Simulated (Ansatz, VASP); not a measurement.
# AlAs: VASP beside Ansatz

File INCAR:

```
PREC = Accurate
ENCUT = 500
EDIFF = 1E-6
ISMEAR = 0
SIGMA = 0.02
LREAL = False
LASPH = True
NELM = 120
ALGO = Normal
ISIF = 2
LWAVE = False
LCHARG = False
GGA = PE
NBANDS = 11
GGA_COMPAT = False
```

File KPOINTS:

```
regular mesh
0
Gamma
  8 8 8
```

The input POSCAR:

```
AlAs
1.0
    0.0000000000      2.8638562140      2.8638562140
    2.8638562140      0.0000000000      2.8638562140
    2.8638562140      2.8638562140      0.0000000000
Al As
1 1
Direct
    0.0000000000      0.0000000000      0.0000000000
    0.2500000000      0.2500000000      0.2500000000
```

Input for Ansatz:

```yaml
crystal:
  lattice:
    - [0.0, 2.8638562134, 2.8638562134]
    - [2.8638562134, 0.0, 2.8638562134]
    - [2.8638562134, 2.8638562134, 0.0]
  atoms:
    - { symbol: Al, position: [0.0, 0.0, 0.0] }
    - { symbol: As, position: [0.25, 0.25, 0.25] }
basis:
  ecutwfc: 420
kpoints:
  mp_grid: { grid: [8, 8, 8] }
  band_path:
    path:
      - [[0.0, 0.0, 0.0], [-0.5, -0.5, 0.0], [-0.375, -0.375, 0.25]]
      - [[-0.375, 0.0, 0.375], [0.0, 0.0, 0.0], [0.0, 0.0, 0.5], [-0.5, -0.25, 0.25], [-0.5, -0.5, 0.0]]
    npoints: 10
hamiltonian:
  xc: pbe
  pseudopotentials: { kind: paw, azcp: { folder: soft_1 } }
scf:
  occupations: { method: gaussian, width: 0.02 }
  n_extra_bands: 7
output:
  forces: true
  stress: true
  eigenvalues: true
```

Alike in both runs: task single point; functional PBE; k mesh 8 × 8 × 8; occupations gaussian, width 0.02 eV; no spin polarisation.

```csv
,VASP,Ansatz
version,VASP 6.6.1,Ansatz 0.2.0
potentials or method,"VASP PAW PBE potentials, release 64 (Al, As), cutoff 500 eV","scalar-relativistic, plane waves, PAW"
valence electrons in the cell,8,18
```

Ansatz gave:

| Property | Result |
| --- | --- |
| gap on the k mesh at the Fermi level (eV) | 1.50 |
| least direct gap on the mesh (eV) | 1.78 |
| pressure (GPa) | 0.0 |

Question: What did VASP give for the same quantities?

Answer: gap on the k mesh at the Fermi level (eV): 1.49; least direct gap on the mesh (eV): 1.78; pressure (GPa): 0.2.

VASP's potentials hold 8 valence electrons a cell and Ansatz's 18, so a difference there can come from the potentials and not from the codes.
